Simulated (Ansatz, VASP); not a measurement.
**One calculation of Rb2CaAlF6, two programs**

```
Al F Rb Ca
1.0
     0.00000    4.44162    4.44162
     4.44162    0.00000    4.44162
     4.44162    4.44162    0.00000
Al F Rb Ca
1 6 2 1
Direct
  0.00000 0.00000 0.00000
  0.78430 0.21570 0.21570
  0.21570 0.78430 0.21570
  0.21570 0.78430 0.78430
  0.78430 0.21570 0.78430
  0.21570 0.21570 0.78430
  0.78430 0.78430 0.21570
  0.25000 0.25000 0.25000
  0.75000 0.75000 0.75000
  0.50000 0.50000 0.50000
```

Alike in both runs: task single point; functional PBE; k mesh 4 × 4 × 4; occupations tetrahedron; no spin polarisation.

|  | VASP | Ansatz |
| --- | --- | --- |
| version | VASP 6.6.1 | Ansatz 0.2.0 |
| potentials or method | VASP PAW PBE potentials, release 64 (Al, F, Rb_sv, Ca_sv), cutoff 520 eV | PAW plane waves |
| valence electrons in the cell | 73 | 73 |

```tsv
	VASP	Ansatz	Ansatz less VASP
gap on the k mesh at the Fermi level (eV)	none	none	-
pressure (GPa)	-2.0	-1.9	+0.05
rms of the force components (eV/Å)	0.016	0.030	+0.0133
```

Atom by atom the forces differ by 0.013 eV/Å (rms over components). A gap of «none» marks a metal or a gap that the smearing closes. Ansatz's warnings: band table not solved further, tetrahedron derivatives may miss energy slope.
